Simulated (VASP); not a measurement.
## Nb: electric field gradients with PBEsol

Crystal: Nb.

```
Nb
1.0
     0.00000    2.11500    2.11500
     2.11500    0.00000    2.11500
     2.11500    2.11500    0.00000
Nb
1
Direct
  0.00000 0.00000 0.00000
```

```yaml
Program: VASP 6.6.1
Task: electric field gradients
Functional: PBEsol
Potentials_or_basis: VASP PAW PBE potentials, release 64 (Nb_sv)
Cutoff: 520 eV
k_mesh: 13 × 13 × 13
Occupations: fermi-dirac, width 0.08 eV
Spin: no spin polarisation
Dipole_correction: no
Further_INCAR_settings: ALGO = Normal; EDIFF = 1e-08; NBANDS = 12
```

The pressure is -6.9 GPa.

Levels at points of the mesh, in eV from the Fermi level:
```
           k point  band 2  band 3  band 4  band 5  band 6  band 7  band 8  band 9  band 10  band 11
(0.00, 0.00, 0.00)  -30.11  -30.11  -30.11   -6.21    0.13    0.13    0.13    2.69     2.69    11.84
```

It took 12 s on 1 thread of AMD EPYC 9R45 96-Core Processor (Zen 5), on a shared host, peak memory 0.12 GiB.

Caveat: without QUAD_EFG the Cq values of the log hold for a quadrupole moment of 1 mb, not for the nuclei; the PAW data sets were made with another functional, which shifts forces and pressure a little.
